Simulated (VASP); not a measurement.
# Ir (Fm-3m) in VASP: single point with PBEsol

Aim: the single point of Ir with PBEsol.

All numbers are computed with VASP 6.6.1; they aren't measurements. Logs are shortened: lines on timing, memory, paths and dates and some standing lists are left out, and cuts for length are marked.

**1. The cell of the first run**

It takes space group Fm-3m (No. 225, cubic). Conventional cell: a = 3.832 Å, b = 3.832 Å, c = 3.832 Å, α = 90.00°, β = 90.00°, γ = 90.00°. Ir (site symmetry m-3m) has 12 Ir at 2.71 Å within 3.6 Å.

**2. Single point, PBEsol**

Input file INCAR:

```
SYSTEM = Ir
ALGO = Normal
EDIFF = 1E-6
ENCUT = 560
GGA = PS
GGA_COMPAT = .FALSE.
ISIF = 2
ISMEAR = -1
LASPH = .TRUE.
LCHARG = .FALSE.
LREAL = .FALSE.
LWAVE = .FALSE.
NBANDS = 14
NELM = 120
PREC = Accurate
SIGMA = 0.1
```

Input file KPOINTS:

```
k-points
0
G
  19 19 19
  0 0 0
```

Input file POSCAR:

```
Ir
1.0
    0.0000000000      1.9158194251      1.9158194251
    1.9158194251      0.0000000000      1.9158194251
    1.9158194251      1.9158194251      0.0000000000
Ir
1
Direct
    0.0000000000      0.0000000000      0.0000000000
```

Potentials or basis: VASP PAW PBE potentials, release 64 (Ir_sv_GW).

Started as:

```bash
cat potpaw_PBE.64/Ir_sv_GW/POTCAR > POTCAR
mpirun -np 1 vasp_std > vasp.out
```

OUTCAR:

```text
SYSTEM = Ir
   EDIFF = 1E-6
   ENCUT = 560
   GGA = PS
   ISIF = 2
   ISMEAR = -1
   LASPH = .TRUE.
   LREAL = .FALSE.
   NELM = 120
   PREC = Accurate

 ion  position               nearest neighbor table
   1  0.000  0.000  0.000-

  LATTYP: Found a face centered cubic cell.
 ALAT       =     3.8316388502

  Lattice vectors:

 A1 = (   0.0000000000,   1.9158194251,   1.9158194251)
 A2 = (   1.9158194251,   0.0000000000,   1.9158194251)
 A3 = (   1.9158194251,   1.9158194251,   0.0000000000)

Analysis of symmetry for initial positions (statically):
=====================================================================
 Subroutine PRICEL returns:
 Original cell was already a primitive cell.

 Routine SETGRP: Setting up the symmetry group for a
 face centered cubic supercell.

 Subroutine GETGRP returns: Found 48 space group operations
 (whereof 48 operations were pure point group operations)
 out of a pool of 48 trial point group operations.

The static configuration has the point symmetry O_h .

Analysis of symmetry for dynamics (positions and initial velocities):
=====================================================================
 Subroutine PRICEL returns:
 Original cell was already a primitive cell.

 Routine SETGRP: Setting up the symmetry group for a
 face centered cubic supercell.

 Subroutine GETGRP returns: Found 48 space group operations
 (whereof 48 operations were pure point group operations)
 out of a pool of 48 trial point group operations.

The dynamic configuration has the point symmetry O_h .

 Subroutine INISYM returns: Found 48 space group operations
 (whereof 48 operations are pure point group operations),
 and found     1 'primitive' translations

----------------------------------------------------------------------------------------

                                     Primitive cell

  volume of cell :      14.0635

  direct lattice vectors                    reciprocal lattice vectors
     0.000000000  1.915819425  1.915819425    -0.260984931  0.260984931  0.260984931
     1.915819425  0.000000000  1.915819425     0.260984931 -0.260984931  0.260984931
     1.915819425  1.915819425  0.000000000     0.260984931  0.260984931 -0.260984931

  length of vectors
     2.709377814  2.709377814  2.709377814     0.452039160  0.452039160  0.452039160

  position of ions in fractional coordinates (direct lattice)
     0.000000000  0.000000000  0.000000000

  ion indices of the primitive-cell ions
   primitive index   ion index
                 1           1

----------------------------------------------------------------------------------------

 KPOINTS: k-points

Automatic generation of k-mesh.
 Grid dimensions read from file:
 generate k-points for:   19   19   19

 Generating k-lattice:

  Cartesian coordinates                     Fractional coordinates (reciprocal lattice)
    -0.013736049  0.013736049  0.013736049     0.052631579  0.000000000  0.000000000
     0.013736049 -0.013736049  0.013736049     0.000000000  0.052631579  0.000000000
     0.013736049  0.013736049 -0.013736049     0.000000000  0.000000000  0.052631579

  Length of vectors
     0.023791535  0.023791535  0.023791535

  Shift w.r.t. Gamma in fractional coordinates (k-lattice)
     0.000000000  0.000000000  0.000000000

 Subroutine IBZKPT returns following result:
 ===========================================

 Found    220 irreducible k-points:

 Following reciprocal coordinates:
            Coordinates               Weight
  0.000000  0.000000  0.000000      1.000000
  0.052632  0.000000  0.000000      8.000000
  0.105263  0.000000  0.000000      8.000000
  0.157895  0.000000  0.000000      8.000000
  0.210526  0.000000  0.000000      8.000000
  0.263158  0.000000  0.000000      8.000000
[... 16 lines left out ...]
 -0.315789  0.052632  0.000000     24.000000
 -0.263158  0.052632  0.000000     24.000000
 [... further k-points ...]
   k-points           NKPTS =    220   k-points in BZ     NKDIM =    220   number of bands    NBANDS=     14
   number of dos      NEDOS =    301   number of ions     NIONS =      1
   total plane-waves  NPLWV =  13824
   dimension x,y,z NGX =    24 NGY =   24 NGZ =   24
   dimension x,y,z NGXF=    48 NGYF=   48 NGZF=   48
   ions per type =               1
   NGX,Y,Z   is equivalent  to a cutoff of  14.73, 14.73, 14.73 a.u.
   NGXF,Y,Z  is equivalent  to a cutoff of  29.45, 29.45, 29.45 a.u.
 SYSTEM =  Ir
   PREC   = accura    normal or accurate (medium, high low for compatibility)
   ISTART =      0    job   : 0-new  1-cont  2-samecut
   ICHARG =      2    charge: 1-file 2-atom 10-const
   ISPIN  =      1    spin polarized calculation?
   LNONCOLLINEAR =      F non collinear calculations
   LSORBIT =      F    spin-orbit coupling
   LASPH  =      T    aspherical Exc in radial PAW
   ENCUT  =  560.0 eV  41.16 Ry    6.42 a.u.   5.23  5.23  5.23*2*pi/ulx,y,z
   NELM   =    120;   NELMIN=  2; NELMDL= -5     # of ELM steps
   EDIFF  = 0.1E-05   stopping-criterion for ELM
   LREAL  =      F    real-space projection
   EDIFFG = 0.1E-04   stopping-criterion for IOM
   NSW    =      0    number of steps for IOM
   IBRION =     -1    ionic relax: 0-MD 1-quasi-New 2-CG
   NFREE  =      0    steps in history (QN), initial steepest desc. (CG)
   ISIF   =      2    stress and relaxation
   ISYM   =      2    0-nonsym 1-usesym 2-fastsym
   POTIM  = 0.5000    time-step for ionic-motion
   TEBEG  =    0.0;   TEEND  =   0.0 temperature during run
   PSTRESS=    0.0 pullay stress
   NELECT =      17.0000    total number of electrons
   NUPDOWN=      -1.0000    fix difference up-down
   EMIN   =  10.00;   EMAX   =-10.00  energy-range for DOS
   EFERMI =   0.00;   METHOD = LEGACY
   ISMEAR =    -1;   SIGMA  =   0.10  broadening in eV -4-tet -1-fermi 0-gaus
   EFERMI_NEDOS =   21; number of points for ismear=-14 and -15
   IALGO  =     38    algorithm
   IMIX   =      4    mixing-type and parameters
     AMIX     =   0.40;   BMIX     =  1.00
     AMIX_MAG =   1.60;   BMIX_MAG =  1.00
  volume/ion in A,a.u.               =      14.06        94.91
  Fermi-wavevector in a.u.,A,eV,Ry     =   1.743920  3.295531 41.378815  3.041257
  Thomas-Fermi vector in A             =   2.815900
   LORBIT       =      0    0 simple, 1 ext, 2 COOP (PROOUT), +10 PAW based schemes
   GGA     = PS    functional components
   LHFCALC =     F    Hartree Fock is set to
   AEXX    =    0.0000 exact exchange contribution
   IVDW    =     0    specifies the selected vdW correction
   LEPSILON=     F    determine dielectric tensor
   LRPA    =     F    only Hartree local field effects (RPA)
 non-spin polarized calculation
  energy-cutoff  :      560.00
  volume of cell :       14.06
 maximum number of plane-waves:       444
 NGX is ok and might be reduce to    24
   NGX = 11   NGY = 11   NGZ = 11

 number of electron      17.0000000 magnetization

 Free energy of the ion-electron system (eV)
  ---------------------------------------------------
  ext. energy  EPLUGINS =         0.00000000
  ---------------------------------------------------
  free energy    TOTEN  =       -10.41021927 eV

  energy without entropy =      -10.37576203  energy(sigma->0) =      -10.39299065

 E-fermi :  12.8325     XC(G=0): -14.7438

 val. band max:       12.8316866128   @ k =  -0.1579   0.1579   0.0526
 cond. band min:      12.8357668611   @ k =   0.4737   0.3684   0.0000
 fundamental gap:      0.0040802484
 Fermi energy:        12.8324845895

 k-point     1 :       0.0000    0.0000    0.0000
  band No.  band energies     occupation
      1     -80.1873      2.00000
      2     -36.5643      2.00000
      3     -36.5643      2.00000
      4     -36.5643      2.00000
      5       1.6142      2.00000
      6       8.9220      2.00000
      7       8.9220      2.00000
      8       8.9220      2.00000
      9      11.6599      1.99998
     10      11.6599      1.99998
     11      26.4208      0.00000
     12      31.9580      0.00000
     13      31.9580      0.00000
     14      31.9580      0.00000

 k-point     2 :       0.0526    0.0000    0.0000
  band No.  band energies     occupation
      1     -80.1854      2.00000
      2     -36.5869      2.00000
      3     -36.5674      2.00000
      4     -36.5674      2.00000
      5       1.7394      2.00000
      6       8.8534      2.00000
      7       8.9762      2.00000
      8       8.9762      2.00000
      9      11.6232      1.99999
     10      11.6232      1.99999
     11      26.6405      0.00000
     12      31.3693      0.00000
     13      32.1687      0.00000
     14      32.1687      0.00000

 k-point     3 :       0.1053    0.0000    0.0000
  band No.  band energies     occupation
      1     -80.1808      2.00000
      2     -36.6531      2.00000
      3     -36.5766      2.00000
      4     -36.5766      2.00000
      5       2.1033      2.00000
      6       8.6745      2.00000
      7       9.1208      2.00000
      8       9.1208      2.00000
      9      11.5394      2.00000
     10      11.5394      2.00000
     11      27.2510      0.00000
     12      30.1326      0.00000
     13      32.7856      0.00000
     14      32.7856      0.00000
[... 324 lines left out ...]
 k-point    23 :      -0.3158    0.0526    0.0000
  band No.  band energies     occupation
      1     -80.1364      2.00000
      2     -37.1713      2.00000
      3     -36.6748      2.00000
      4     -36.6433      2.00000
      5       4.6325      2.00000
      6       9.0423      2.00000
      7       9.1734      2.00000
      8       9.2109      2.00000
      9      12.2766      1.99233
     10      13.1491      0.08091
     11      24.0891      0.00000
     12      27.9856      0.00000
     13      33.6219      0.00000
     14      35.6869      0.00000

 k-point    24 :      -0.2632    0.0526    0.0000
  band No.  band energies     occupation
      1     -80.1466      2.00000
      2     -37.0520      2.00000
      3     -36.6578      2.00000
      4     -36.6244      2.00000
      5       4.2778      2.00000
      6       8.4545      2.00000
      7       9.2858      2.00000
      8       9.3804      2.00000
      9      11.7035      1.99998
     10      12.5746      1.85900
     11      25.6127      0.00000
     12      28.9786      0.00000
     13      34.6932      0.00000
     14      35.7190      0.00000

 [... further k-points ...]
[... 5 lines left out ...]
  --------------------------------------------------------------------------------------
  -------------------------------------------------------------------------------------
  Total       -0.1663851     -0.1663851     -0.1663851      0.0000000     -0.0000000     -0.0000000
  in kB      -18.9553294    -18.9553294    -18.9553294      0.0000000     -0.0000000     -0.0000000
  external PRESSURE =     -18.9553294 kB  Pullay stress =       0.0000000 kB

 VOLUME and BASIS-vectors are now :
 -----------------------------------------------------------------------------
  energy-cutoff  :      560.00
  volume of cell :       14.06
      direct lattice vectors                 reciprocal lattice vectors
     0.000000000  1.915819425  1.915819425    -0.260984931  0.260984931  0.260984931
     1.915819425  0.000000000  1.915819425     0.260984931 -0.260984931  0.260984931
     1.915819425  1.915819425  0.000000000     0.260984931  0.260984931 -0.260984931

 POSITION                                       TOTAL-FORCE (eV/Angst)
 -----------------------------------------------------------------------------------
      0.00000      0.00000      0.00000         0.000000      0.000000      0.000000
 -----------------------------------------------------------------------------------
    total drift:                               -0.000000     -0.000000     -0.000000

  FREE ENERGIE OF THE ION-ELECTRON SYSTEM (eV)
  ---------------------------------------------------
  free  energy   TOTEN  =       -10.4102192688 eV

  energy  without entropy=      -10.3757620318  energy(sigma->0) =      -10.39299065
```

Wall time 26 s (1 thread of AMD EPYC 9R45 (Zen 5), shared host); peak memory 0.15 GiB.

Results:

```
Free energy            : -10.4102 eV
Pressure               : -1.9 GPa
Band gap on the k mesh : zero (an odd number of electrons rules out a gap without spin polarisation)
```

Caveat: the PAW data sets were made with another functional, which shifts forces and pressure a little; spin-orbit coupling is left out, which moves the levels of the heavy elements.
